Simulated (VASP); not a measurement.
# TiSi (Cmmm) in VASP: a series of runs, part 2 of 2

VASP 6.6.1.

### 3 Single point, PBEsol (strain +0.000 along x and y, -0.015 along z)

Input file INCAR:

```
PREC = Accurate ; ENCUT = 520
EDIFF = 1E-6 ; ISMEAR = 0
SIGMA = 0.15 ; LREAL = False
LASPH = True ; NELM = 100
ALGO = Normal ; ISIF = 2
LWAVE = False ; LCHARG = True
GGA = PS ; LELF = True
LVHAR = True ; NBANDS = 15
```

Input file KPOINTS:

```
regular mesh
0
Gamma
  18 18 12
```

Input file POSCAR:

```
TiSi
1.0
    1.8161780000     -2.1176240000      0.0000000000
    1.8161780000      2.1176240000      0.0000000000
    0.0000000000      0.0000000000      3.7468749900
Ti Si
1 1
Direct
    0.5000000000      0.5000000000      0.0000000000
    0.0000000000      0.0000000000      0.5000000000
```

Potentials or basis: VASP PAW PBE potentials, release 64 (Ti_sv, Si).

Launch:

```sh
$ cat potpaw_PBE.64/Ti_sv/POTCAR potpaw_PBE.64/Si/POTCAR > POTCAR
$ mpirun -np 1 vasp_std > vasp.out
```

Run time: 2.7 min. Hardware: 1 thread of Intel Xeon Platinum 8259CL at 2.50GHz (Skylake/Cascade Lake), shared host; peak memory 0.37 GiB.

Results (log left out):

```
Free energy            : -15.3253 eV
Pressure               : -2.0 GPa
Band gap on the k mesh : zero (bands 8 and 9 overlap by 1.59 eV)
```

Stress tensor (GPa, compression positive):
```
-2.58  0.00  0.00
 0.00 -3.23  0.00
 0.00  0.00 -0.06
```

Levels at points of the mesh, in eV from the Fermi level:
```
           k point  band 6  band 7  band 8  band 9  band 10  band 11
(0.00, 0.00, 0.00)   -2.41   -1.47   -1.15    1.66     2.35     2.90
(0.50, 0.00, 0.00)   -6.38   -2.80   -0.84    1.62     2.35     4.33
(0.50, 0.50, 0.00)   -3.78   -1.54   -1.34   -0.83    -0.31     3.03
(0.00, 0.00, 0.50)   -6.51   -0.82    0.54    0.71     1.64     2.99
(0.50, 0.00, 0.50)   -4.77   -2.63   -1.74    1.50     1.81     1.81
(0.50, 0.50, 0.50)   -3.90   -3.45   -3.08    2.23     2.60     2.68
```

Caveat: the cell differs from its parent crystal (strain +0.000 along x and y, -0.015 along z); the PAW data sets were made with another functional, which shifts forces and pressure a little.

### 4 Single point, PBEsol (strain +0.030 along x and y, -0.030 along z)

Input file INCAR:

```
SYSTEM = TiSi
ALGO = Normal ; EDIFF = 1E-7
ENCUT = 520 ; GGA = PS
ISIF = 2 ; ISMEAR = 0
LASPH = .True. ; LCHARG = .False.
LREAL = .False. ; LWAVE = .False.
NBANDS = 15 ; NELM = 80
PREC = Accurate ; SIGMA = 0.15
```

Input file KPOINTS:

```
k-points
0
Gamma
  18 18 12
  0 0 0
```

Input file POSCAR:

```
TiSi
1.0
    1.8706633400     -2.1811527200      0.0000000000
    1.8706633400      2.1811527200      0.0000000000
    0.0000000000      0.0000000000      3.6898159800
Ti Si
1 1
Direct
    0.5000000000      0.5000000000      0.0000000000
    0.0000000000      0.0000000000      0.5000000000
```

Potentials or basis: VASP PAW PBE potentials, release 64 (Ti_sv, Si).

Launch:

```sh
$ cat potpaw_PBE.64/Ti_sv/POTCAR potpaw_PBE.64/Si/POTCAR > POTCAR
$ mpirun -np 1 vasp_std > vasp.out
```

OUTCAR:

```text
SYSTEM = TiSi
   EDIFF = 1E-7
   ENCUT = 520
   GGA = PS
   ISIF = 2
   ISMEAR = 0
   LASPH = .True.
   LREAL = .False.
   NELM = 80
   PREC = Accurate

 ion  position               nearest neighbor table
   1  0.500  0.500  0.000-   2 2.63   2 2.63   2 2.63   2 2.63   2 2.86   2 2.86   2 2.86   2 2.86

   2  0.000  0.000  0.500-   1 2.63   1 2.63   1 2.63   1 2.63   1 2.86   1 2.86   1 2.86   1 2.86

  LATTYP: Found a base centered orthorhombic cell.
 ALAT       =     3.7413266800
 B/A-ratio  =     1.1659782246
 C/A-ratio  =     0.9862319695
[... 624 lines left out ...]

  FORCE on cell =-STRESS in cart. coord.  units (eV):
  Direction    XX          YY          ZZ          XY          YZ          ZX
  --------------------------------------------------------------------------------------
  -------------------------------------------------------------------------------------
  Total       -1.7555513     -1.4160574     -0.5175503      0.0000000      0.0000000      0.0000000
  in kB      -93.4130792    -75.3485702    -27.5389090      0.0000000      0.0000000      0.0000000
  external PRESSURE =     -65.4335195 kB  Pullay stress =       0.0000000 kB

 VOLUME and BASIS-vectors are now :
 -----------------------------------------------------------------------------
  energy-cutoff  :      520.00
  volume of cell :       30.11
      direct lattice vectors                 reciprocal lattice vectors
     1.870663340 -2.181152720  0.000000000     0.267284866 -0.229236585  0.000000000
     1.870663340  2.181152720  0.000000000     0.267284866  0.229236585  0.000000000
     0.000000000  0.000000000  3.689815980     0.000000000  0.000000000  0.271016226

 POSITION                                       TOTAL-FORCE (eV/Angst)
 -----------------------------------------------------------------------------------
      1.87066      0.00000      0.00000         0.000000     -0.000000      0.000000
      0.00000      0.00000      1.84491         0.000000      0.000000      0.000000
 -----------------------------------------------------------------------------------
    total drift:                               -0.000000     -0.000000     -0.000000

  FREE ENERGIE OF THE ION-ELECTRON SYSTEM (eV)
  ---------------------------------------------------
  free  energy   TOTEN  =       -15.2667734294 eV

  energy  without entropy=      -15.2524111373  energy(sigma->0) =      -15.25959228
```

stdout:

```text
POSCAR found type information on POSCAR TiSi
 POSCAR found :  2 types and       2 ions
 scaLAPACK will be used
 -----------------------------------------------------------------------------
|                                                                             |
|                                                                             |
|     You enforced a specific xc type in the INCAR file but a different       |
|     I HOPE YOU KNOW WHAT YOU ARE DOING!                                     |
|                                                                             |
 -----------------------------------------------------------------------------

 LDA part: xc-table for (Slater+PW92), standard interpolation
 POSCAR, INCAR and KPOINTS ok, starting setup
 FFT: planning ... GRIDC
 FFT: planning ... GRID_SOFT
 FFT: planning ... GRID
 WAVECAR not read
 entering main loop
```

Run time: 2.8 min. Hardware: 1 thread of Intel Xeon Platinum 8259CL at 2.50GHz (Skylake/Cascade Lake), shared host; peak memory 0.38 GiB.

Results:

```
Free energy            : -15.2668 eV
Pressure               : -6.5 GPa
Band gap on the k mesh : zero (bands 8 and 9 overlap by 1.25 eV)
```

Caveat: the cell differs from its parent crystal (strain +0.030 along x and y, -0.030 along z); the cell stands under tension; the PAW data sets were made with another functional, which shifts forces and pressure a little.

### 5 Single point, PBEsol (strain +0.015 along x and y, +0.000 along z)

Input file INCAR:

```
PREC = Accurate
ENCUT = 520
EDIFF = 1E-7
ISMEAR = 0
SIGMA = 0.15
LREAL = False
LASPH = True
NELM = 60
ALGO = Normal
ISIF = 2
LWAVE = False
LCHARG = False
GGA = PS
NBANDS = 15
```

Input file KPOINTS:

```
regular mesh
0
Gamma
  18 18 12
```

Input file POSCAR:

```
TiSi
1.0
    1.8434206700     -2.1493883600      0.0000000000
    1.8434206700      2.1493883600      0.0000000000
    0.0000000000      0.0000000000      3.8039340000
Ti Si
1 1
Direct
    0.5000000000      0.5000000000      0.0000000000
    0.0000000000      0.0000000000      0.5000000000
```

Launch:

```sh
$ cat potpaw_PBE.64/Ti_sv/POTCAR potpaw_PBE.64/Si/POTCAR > POTCAR
$ mpirun -np 1 vasp_std > vasp.out
```

Wall time 2.9 min (1 thread of Intel Xeon Platinum 8259CL at 2.50GHz (Skylake/Cascade Lake), shared host); peak memory 0.38 GiB.

The run converged. Its results:

| Quantity | Value |
| --- | --- |
| Free energy | -15.2855 eV |
| Pressure | -7.6 GPa |
| Band gap on the k mesh | zero (bands 8 and 9 overlap by 1.48 eV) |

Stress tensor (GPa, compression positive):
```
-8.39  0.00  0.00
 0.00 -7.67  0.00
 0.00  0.00 -6.66
```

Levels at points of the mesh, in eV from the Fermi level:
```
           k point  band 5  band 6  band 7  band 8  band 9  band 10  band 11  band 12
(0.00, 0.00, 0.00)  -11.48   -2.28   -1.48   -1.07    1.58     2.23     2.74     4.89
(0.50, 0.00, 0.00)   -7.58   -6.16   -2.68   -0.79    1.54     2.22     4.08     4.79
(0.50, 0.50, 0.00)   -5.80   -3.67   -1.52   -1.22   -0.75    -0.26     2.73     3.13
(0.00, 0.00, 0.50)  -10.13   -6.36   -0.76    0.50    0.68     1.57     2.82     6.92
(0.50, 0.00, 0.50)   -7.78   -4.62   -2.61   -1.68    1.42     1.72     1.72     3.23
(0.50, 0.50, 0.50)   -4.69   -3.71   -3.30   -3.24    2.09     2.48     2.68     3.98
```

Caveat: the cell differs from its parent crystal (strain +0.015 along x and y, +0.000 along z); the cell stands under tension; the PAW data sets were made with another functional, which shifts forces and pressure a little.

### 6 Overview

```csv
cell,gap on the mesh (eV),pressure (GPa)
"a = 2.748, b = 2.748, c = 3.804 Å, angles 90.0, 90.0, 98.8°, 2 atoms",none,-0.4
"a = 2.790, b = 2.790, c = 3.747 Å, angles 90.0, 90.0, 98.8°, 2 atoms",none,-2.0
"a = 2.873, b = 2.873, c = 3.690 Å, angles 90.0, 90.0, 98.8°, 2 atoms",none,-6.5
"a = 2.832, b = 2.832, c = 3.804 Å, angles 90.0, 90.0, 98.8°, 2 atoms",none,-7.6
```

Alike in all rows: task single point; level PBEsol; potentials or basis VASP PAW PBE potentials, release 64 (Ti_sv, Si); no spin polarisation; k mesh 18 × 18 × 12; cutoff (eV) 520; smearing gaussian 0.15 eV.

Caveats: the PAW data sets were made with another functional, which shifts forces and pressure a little; the cell stands under tension (at least some runs).

Absolute energies hang on the potentials; compare differences alone.
